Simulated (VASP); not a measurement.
# ZrS (Immm) in VASP: a series of runs

ZrS is run at these levels: r2SCAN; tasks: single point.

All numbers are computed with VASP 6.6.1; they aren't measurements. Logs are shortened: lines on timing, memory, paths and dates and some standing lists are left out, and cuts for length are marked.

### 1 The cell of the first run

The structure is orthorhombic, space group Immm (No. 71). Conventional cell: a = 3.620 Å, b = 3.805 Å, c = 5.250 Å, α = 90.00°, β = 90.00°, γ = 90.00°. Within 3.9 Å of Zr (site symmetry mmm) lie 6 S at 2.62 to 2.63 Å and 12 Zr at 3.62 to 3.81 Å. Within 3.9 Å of S (site symmetry mmm) lie 6 Zr at 2.62 to 2.63 Å and 12 S at 3.62 to 3.81 Å.

### 2 Single point, r2SCAN (strain -0.0500 x Voigt [0, 0, 0, 1, 0, 0])

Contents of POSCAR:

```
ZrS
1.0
    0.0000000000      2.5593750000      2.5593750000
    2.6250000000     -0.0656250000      2.6250000000
    2.6250000000      2.6250000000     -0.0656250000
Zr S
1 1
Direct
    0.0000000000      0.0000000000      0.0000000000
    0.5000000000      0.5000000000      0.5000000000
```

Contents of INCAR.step1:

```
SYSTEM = ZrS
PREC = Accurate
ENCUT = 520
ISMEAR = 0
SIGMA = 0.15
LREAL = .False.
LASPH = .True.
NELM = 60
NBANDS = 16
GGA = PE
ALGO = Normal
EDIFF = 1E-4
LWAVE = .True.
LCHARG = .False.
```

Contents of INCAR.step2:

```
SYSTEM = ZrS
PREC = Accurate
ENCUT = 520
EDIFF = 1E-7
ISMEAR = 0
SIGMA = 0.15
LREAL = .False.
LASPH = .True.
NELM = 60
ALGO = Normal
ISIF = 2
LWAVE = .False.
LCHARG = .True.
METAGGA = R2SCAN
LMIXTAU = .True.
LELF = .True.
LVHAR = .True.
NBANDS = 16
ISTART = 1
```

Contents of KPOINTS:

```
regular mesh
0
Gamma
  16 16 16
  0 0 0
```

Potentials or basis: VASP PAW PBE potentials, release 64 (Zr_sv, S).

Launch:

```console
> cat potpaw_PBE.64/Zr_sv/POTCAR potpaw_PBE.64/S/POTCAR > POTCAR
> cp INCAR.step1 INCAR
> mpirun -np 1 vasp_std > vasp.out
> cp INCAR.step2 INCAR
> mpirun -np 1 vasp_std > vasp.out
```

OUTCAR:

```text
SYSTEM = ZrS
   PREC = Accurate
   ENCUT = 520
   EDIFF = 1E-7
   ISMEAR = 0
   LREAL = .False.
   LASPH = .True.
   NELM = 60
   ISIF = 2
   METAGGA = R2SCAN
   ISTART = 1

 ion  position               nearest neighbor table
   1  0.000  0.000  0.000-   2 2.62   2 2.62   2 2.63   2 2.63   2 2.63   2 2.63
   2  0.500  0.500  0.500-   1 2.62   1 2.62   1 2.63   1 2.63   1 2.63   1 2.63

  LATTYP: Found a body centered orthorhombic cell.
 ALAT       =     3.6195028362
 B/A-ratio  =     1.0512820513
 C/A-ratio  =     1.4504754486

  Lattice vectors:

 A1 = (  -2.6250000000,   0.0656250000,  -2.6250000000)
 A2 = (  -2.6250000000,  -0.0656250000,   2.6250000000)
 A3 = (   2.6250000000,   2.6250000000,  -0.0656250000)

Analysis of symmetry for initial positions (statically):
=====================================================================
 Subroutine PRICEL returns:
 Original cell was already a primitive cell.

 Routine SETGRP: Setting up the symmetry group for a
 body centered orthorhombic supercell.

 Subroutine GETGRP returns: Found  8 space group operations
 (whereof  8 operations were pure point group operations)
 out of a pool of  8 trial point group operations.

The static configuration has the point symmetry D_2h.

Analysis of symmetry for dynamics (positions and initial velocities):
=====================================================================
 Subroutine PRICEL returns:
 Original cell was already a primitive cell.

 Routine SETGRP: Setting up the symmetry group for a
 body centered orthorhombic supercell.

 Subroutine GETGRP returns: Found  8 space group operations
 (whereof  8 operations were pure point group operations)
 out of a pool of  8 trial point group operations.

The dynamic configuration has the point symmetry D_2h.

 Subroutine INISYM returns: Found  8 space group operations
 (whereof  8 operations are pure point group operations),
 and found     1 'primitive' translations

----------------------------------------------------------------------------------------

                                     Primitive cell

  volume of cell :      36.1532

  direct lattice vectors                    reciprocal lattice vectors
     0.000000000  2.559375000  2.559375000    -0.190476190  0.195360195  0.195360195
     2.625000000 -0.065625000  2.625000000     0.190476190 -0.185830430  0.185830430
     2.625000000  2.625000000 -0.065625000     0.190476190  0.185830430 -0.185830430

  length of vectors
     3.619502836  3.712890604  3.712890604     0.335577697  0.324572144  0.324572144

  position of ions in fractional coordinates (direct lattice)
     0.000000000  0.000000000  0.000000000
     0.500000000  0.500000000  0.500000000

  ion indices of the primitive-cell ions
   primitive index   ion index
                 1           1
                 2           2

----------------------------------------------------------------------------------------

 KPOINTS: regular mesh

Automatic generation of k-mesh.
 Grid dimensions read from file:
 generate k-points for:   16   16   16

 Generating k-lattice:

  Cartesian coordinates                     Fractional coordinates (reciprocal lattice)
    -0.011904762  0.012210012  0.012210012     0.062500000  0.000000000 -0.000000000
     0.011904762 -0.011614402  0.011614402     0.000000000  0.062500000  0.000000000
     0.011904762  0.011614402 -0.011614402     0.000000000  0.000000000  0.062500000

  Length of vectors
     0.020973606  0.020285759  0.020285759

  Shift w.r.t. Gamma in fractional coordinates (k-lattice)
     0.000000000  0.000000000  0.000000000

 Subroutine IBZKPT returns following result:
 ===========================================

 Found    621 irreducible k-points:

 Following reciprocal coordinates:
            Coordinates               Weight
  0.000000  0.000000  0.000000      1.000000
  0.062500  0.000000 -0.000000      4.000000
  0.125000  0.000000 -0.000000      4.000000
  0.187500  0.000000 -0.000000      4.000000
  0.250000  0.000000 -0.000000      4.000000
  0.312500  0.000000 -0.000000      4.000000
[... 16 lines left out ...]
 -0.187500  0.062500  0.000000      8.000000
 -0.125000  0.062500  0.000000      8.000000
 [... further k-points ...]
   k-points           NKPTS =    621   k-points in BZ     NKDIM =    621   number of bands    NBANDS=     16
   number of dos      NEDOS =    301   number of ions     NIONS =      2
   total plane-waves  NPLWV =  21952
   dimension x,y,z NGX =    28 NGY =   28 NGZ =   28
   dimension x,y,z NGXF=    56 NGYF=   56 NGZF=   56
   ions per type =               1   1
   NGX,Y,Z   is equivalent  to a cutoff of  12.86, 12.54, 12.54 a.u.
   NGXF,Y,Z  is equivalent  to a cutoff of  25.72, 25.07, 25.07 a.u.
 SYSTEM =  ZrS
   PREC   = accura    normal or accurate (medium, high low for compatibility)
   ISTART =      1    job   : 0-new  1-cont  2-samecut
   ICHARG =      0    charge: 1-file 2-atom 10-const
   ISPIN  =      1    spin polarized calculation?
   LNONCOLLINEAR =      F non collinear calculations
   LSORBIT =      F    spin-orbit coupling
   LASPH  =      T    aspherical Exc in radial PAW
   ENCUT  =  520.0 eV  38.22 Ry    6.18 a.u.   6.73  6.90  6.90*2*pi/ulx,y,z
   NELM   =     60;   NELMIN=  2; NELMDL=  0     # of ELM steps
   EDIFF  = 0.1E-06   stopping-criterion for ELM
   LREAL  =      F    real-space projection
   EDIFFG = 0.1E-05   stopping-criterion for IOM
   NSW    =      0    number of steps for IOM
   IBRION =     -1    ionic relax: 0-MD 1-quasi-New 2-CG
   NFREE  =      0    steps in history (QN), initial steepest desc. (CG)
   ISIF   =      2    stress and relaxation
   ISYM   =      2    0-nonsym 1-usesym 2-fastsym
   POTIM  = 0.5000    time-step for ionic-motion
   TEBEG  =    0.0;   TEEND  =   0.0 temperature during run
   PSTRESS=    0.0 pullay stress
   NELECT =      18.0000    total number of electrons
   NUPDOWN=      -1.0000    fix difference up-down
   EMIN   =  10.00;   EMAX   =-10.00  energy-range for DOS
   EFERMI =   0.00;   METHOD = LEGACY
   ISMEAR =     0;   SIGMA  =   0.15  broadening in eV -4-tet -1-fermi 0-gaus
   EFERMI_NEDOS =   21; number of points for ismear=-14 and -15
   IALGO  =     38    algorithm
   IMIX   =      4    mixing-type and parameters
     AMIX     =   0.40;   BMIX     =  1.00
     AMIX_MAG =   1.60;   BMIX_MAG =  1.00
  volume/ion in A,a.u.               =      18.08       121.99
  Fermi-wavevector in a.u.,A,eV,Ry     =   1.297528  2.451973 22.906495  1.683580
  Thomas-Fermi vector in A             =   2.428915
   LORBIT       =      0    0 simple, 1 ext, 2 COOP (PROOUT), +10 PAW based schemes
   METAGGA = R2SCAN    functional components
   LHFCALC =     F    Hartree Fock is set to
   AEXX    =    0.0000 exact exchange contribution
   IVDW    =     0    specifies the selected vdW correction
   LEPSILON=     F    determine dielectric tensor
   LRPA    =     F    only Hartree local field effects (RPA)
 non-spin polarized calculation
 Gauss-broadening in eV      SIGMA  =   0.15
  energy-cutoff  :      520.00
  volume of cell :       36.15
 maximum number of plane-waves:       993
   NGX = 13   NGY = 13   NGZ = 13

 number of electron      18.0000001 magnetization

 Free energy of the ion-electron system (eV)
  ---------------------------------------------------
  ext. energy  EPLUGINS =         0.00000000
  ---------------------------------------------------
  free energy    TOTEN  =       -33.88125549 eV

  energy without entropy =      -33.86674124  energy(sigma->0) =      -33.87399836

 E-fermi :  10.9410     XC(G=0): -11.9687

 val. band max:       10.9372399106   @ k =  -0.3125   0.4375   0.2500
 cond. band min:      10.9414235389   @ k =  -0.2500   0.5000   0.2500
 fundamental gap:      0.0041836282
 Fermi energy:        10.9410281142

 k-point     1 :       0.0000    0.0000    0.0000
  band No.  band energies     occupation
      1     -40.9334      2.00000
      2     -18.2416      2.00000
      3     -18.2180      2.00000
      4     -18.1779      2.00000
      5      -5.8564      2.00000
      6       6.8287      2.00000
[... 8 lines left out ...]
     15      18.6675      0.00000
     16      23.3216      0.00000

 k-point     2 :       0.0625    0.0000   -0.0000
  band No.  band energies     occupation
      1     -40.9322      2.00000
      2     -18.2427      2.00000
      3     -18.2244      2.00000
      4     -18.1881      2.00000
      5      -5.8039      2.00000
      6       6.6270      2.00000
[... 8 lines left out ...]
     15      18.8491      0.00000
     16      23.1538      0.00000

 k-point     3 :       0.1250    0.0000   -0.0000
  band No.  band energies     occupation
      1     -40.9289      2.00000
      2     -18.2545      2.00000
      3     -18.2457      2.00000
      4     -18.2051      2.00000
      5      -5.6518      2.00000
      6       6.0638      2.00000
[... 8 lines left out ...]
     15      19.2941      0.00000
     16      22.5439      0.00000

 k-point     4 :       0.1875    0.0000   -0.0000
  band No.  band energies     occupation
      1     -40.9240      2.00000
      2     -18.3129      2.00000
      3     -18.2502      2.00000
      4     -18.2161      2.00000
      5      -5.4158      2.00000
      6       5.2222      2.00000
[... 8 lines left out ...]
     15      19.5911      0.00000
     16      21.6655      0.00000
[... 324 lines left out ...]
 k-point    22 :      -0.2500    0.0625    0.0000
  band No.  band energies     occupation
      1     -40.9158      2.00000
      2     -18.4085      2.00000
      3     -18.2665      2.00000
      4     -18.2254      2.00000
      5      -5.0035      2.00000
      6       4.0455      2.00000
[... 8 lines left out ...]
     15      19.4690      0.00000
     16      19.8188      0.00000

 k-point    23 :      -0.1875    0.0625    0.0000
  band No.  band energies     occupation
      1     -40.9216      2.00000
      2     -18.3417      2.00000
      3     -18.2585      2.00000
      4     -18.2153      2.00000
      5      -5.2976      2.00000
      6       4.7796      2.00000
[... 8 lines left out ...]
     15      19.5941      0.00000
     16      20.6717      0.00000

 k-point    24 :      -0.1250    0.0625    0.0000
  band No.  band energies     occupation
      1     -40.9268      2.00000
      2     -18.2874      2.00000
      3     -18.2469      2.00000
      4     -18.2039      2.00000
      5      -5.5471      2.00000
      6       5.5136      2.00000
[... 8 lines left out ...]
     15      19.5067      0.00000
     16      21.5423      0.00000

 [... further k-points ...]

------------------------ aborting loop because EDIFF is reached ----------------------------------------

  FORCE on cell =-STRESS in cart. coord.  units (eV):
  Direction    XX          YY          ZZ          XY          YZ          ZX
  --------------------------------------------------------------------------------------
  -------------------------------------------------------------------------------------
  Total       -0.4665795     -0.4047148     -0.4047148      0.0000000      0.3247139      0.0000000
  in kB      -20.6771084    -17.9354903    -17.9354903      0.0000000     14.3901420      0.0000000
  external PRESSURE =     -18.8493630 kB  Pullay stress =       0.0000000 kB

 VOLUME and BASIS-vectors are now :
 -----------------------------------------------------------------------------
  energy-cutoff  :      520.00
  volume of cell :       36.15
      direct lattice vectors                 reciprocal lattice vectors
     0.000000000  2.559375000  2.559375000    -0.190476190  0.195360195  0.195360195
     2.625000000 -0.065625000  2.625000000     0.190476190 -0.185830430  0.185830430
     2.625000000  2.625000000 -0.065625000     0.190476190  0.185830430 -0.185830430

 POSITION                                       TOTAL-FORCE (eV/Angst)
 -----------------------------------------------------------------------------------
      0.00000      0.00000      0.00000         0.000000     -0.000000      0.000000
      2.62500      2.55938      2.55938         0.000000      0.000000     -0.000000
 -----------------------------------------------------------------------------------
    total drift:                                0.000000      0.000000      0.000000

  FREE ENERGIE OF THE ION-ELECTRON SYSTEM (eV)
  ---------------------------------------------------
  free  energy   TOTEN  =       -33.8812554911 eV

  energy  without entropy=      -33.8667412383  energy(sigma->0) =      -33.87399836
```

Wall time 35 min (1 thread of Oxide Virtual Turin-like, shared host); peak memory 0.42 GiB.

What came out:

```
Free energy            : -33.8813 eV
Pressure               : -1.9 GPa
Band gap on the k mesh : zero (bands 9 and 10 overlap by 2.87 eV)
```

Stress tensor (GPa, compression positive):
```
-2.07  0.00  0.00
 0.00 -1.79  1.44
 0.00  1.44 -1.79
```

Levels at points of the mesh, in eV from the Fermi level:
| k point | band 5 | band 6 | band 7 | band 8 | band 9 | band 10 | band 11 | band 12 | band 13 | band 14 |
| --- | --- | --- | --- | --- | --- | --- | --- | --- | --- | --- |
| (0.00, 0.00, 0.00) | -16.80 | -4.11 | -3.99 | -3.82 | -1.68 | -1.46 | -1.14 | -0.67 | -0.65 | 2.35 |
| (0.50, 0.00, 0.00) | -15.17 | -8.49 | -6.66 | -6.43 | 1.41 | 1.54 | 2.00 | 2.14 | 5.72 | 5.80 |
| (0.00, 0.50, 0.00) | -15.26 | -8.51 | -6.44 | -6.17 | 1.11 | 1.60 | 1.86 | 2.20 | 5.56 | 5.74 |
| (0.50, 0.50, 0.00) | -15.92 | -6.77 | -4.95 | -4.95 | -3.53 | 0.51 | 2.24 | 2.38 | 3.16 | 3.62 |
| (0.00, 0.50, 0.50) | -15.94 | -6.76 | -5.15 | -4.73 | -3.53 | 0.57 | 2.38 | 2.40 | 3.04 | 3.57 |

Caveat: the cell differs from its parent crystal (strain -0.0500 x Voigt [0, 0, 0, 1, 0, 0]); the PAW data sets were made with another functional, which shifts forces and pressure a little.

### 3 Single point, r2SCAN (strain +0.0250 x Voigt [0, 0, 0, 1, 0, 0])

Contents of POSCAR:

```
ZrS
1.0
    0.0000000000      2.6578125000      2.6578125000
    2.6250000000      0.0328125000      2.6250000000
    2.6250000000      2.6250000000      0.0328125000
Zr S
1 1
Direct
    0.0000000000      0.0000000000      0.0000000000
    0.5000000000      0.5000000000      0.5000000000
```

Contents of INCAR.step1:

```
SYSTEM = ZrS
PREC     = Accurate       ! precision mode
ENCUT    = 520            ! plane-wave cutoff, eV
ISMEAR   = 0              ! smearing method
SIGMA    = 0.15           ! smearing width, eV
LREAL    = .FALSE.        ! projectors in reciprocal space
LASPH    = .TRUE.         ! aspherical terms in the spheres
NELM     = 100            ! most SCF steps
NBANDS   = 16             ! bands
GGA      = PE             ! functional
ALGO     = Normal         ! electronic algorithm
EDIFF    = 1E-4           ! SCF threshold, eV
LWAVE    = .TRUE.         ! write WAVECAR
LCHARG   = .FALSE.        ! write CHGCAR
```

Contents of INCAR.step2:

```
SYSTEM = ZrS
PREC     = Accurate       ! precision mode
ENCUT    = 520            ! plane-wave cutoff, eV
EDIFF    = 1E-7           ! SCF threshold, eV
ISMEAR   = 0              ! smearing method
SIGMA    = 0.15           ! smearing width, eV
LREAL    = .FALSE.        ! projectors in reciprocal space
LASPH    = .TRUE.         ! aspherical terms in the spheres
NELM     = 100            ! most SCF steps
ALGO     = Normal         ! electronic algorithm
ISIF     = 2              ! what is computed and relaxed
LWAVE    = .FALSE.        ! write WAVECAR
LCHARG   = .FALSE.        ! write CHGCAR
METAGGA  = R2SCAN         ! meta-GGA
LMIXTAU  = .TRUE.       
NBANDS   = 16             ! bands
ISTART   = 1
```

Contents of KPOINTS:

```
Automatic mesh
0
G
  16 16 16
  0 0 0
```

Potentials or basis: VASP PAW PBE potentials, release 64 (Zr_sv, S).

Launch:

```console
> cat potpaw_PBE.64/Zr_sv/POTCAR potpaw_PBE.64/S/POTCAR > POTCAR
> cp INCAR.step1 INCAR
> mpirun -np 1 vasp_std > vasp.out
> cp INCAR.step2 INCAR
> mpirun -np 1 vasp_std > vasp.out
```

Run time: 39 min. Hardware: 1 thread of Oxide Virtual Turin-like, shared host; peak memory 0.41 GiB.

The run converged. Its results:

```yaml
Free_energy: -33.8873 eV
Pressure: -2.0 GPa
Band_gap_on_the_k_mesh: zero (bands 9 and 10 overlap by 2.88 eV)
```

Stress tensor (GPa, compression positive):
```
-2.05  0.00  0.00
 0.00 -1.95 -0.75
 0.00 -0.75 -1.95
```

Levels at points of the mesh, in eV from the Fermi level:
| k point | band 5 | band 6 | band 7 | band 8 | band 9 | band 10 | band 11 | band 12 | band 13 | band 14 |
| --- | --- | --- | --- | --- | --- | --- | --- | --- | --- | --- |
| (0.00, 0.00, 0.00) | -16.80 | -4.06 | -3.99 | -3.92 | -1.56 | -1.44 | -1.29 | -0.68 | -0.68 | 2.33 |
| (0.50, 0.00, 0.00) | -15.25 | -8.51 | -6.44 | -6.31 | 1.32 | 1.54 | 1.83 | 2.14 | 5.66 | 5.75 |
| (0.00, 0.50, 0.00) | -15.20 | -8.50 | -6.56 | -6.44 | 1.44 | 1.55 | 1.94 | 2.04 | 5.78 | 5.86 |
| (0.50, 0.50, 0.00) | -15.94 | -6.77 | -4.96 | -4.96 | -3.53 | 0.53 | 2.34 | 2.38 | 3.08 | 3.56 |
| (0.00, 0.50, 0.50) | -15.94 | -6.77 | -5.06 | -4.85 | -3.54 | 0.54 | 2.38 | 2.38 | 3.04 | 3.55 |

Caveat: the cell differs from its parent crystal (strain +0.0250 x Voigt [0, 0, 0, 1, 0, 0]); the PAW data sets were made with another functional, which shifts forces and pressure a little.

[end of part 1 of 2]
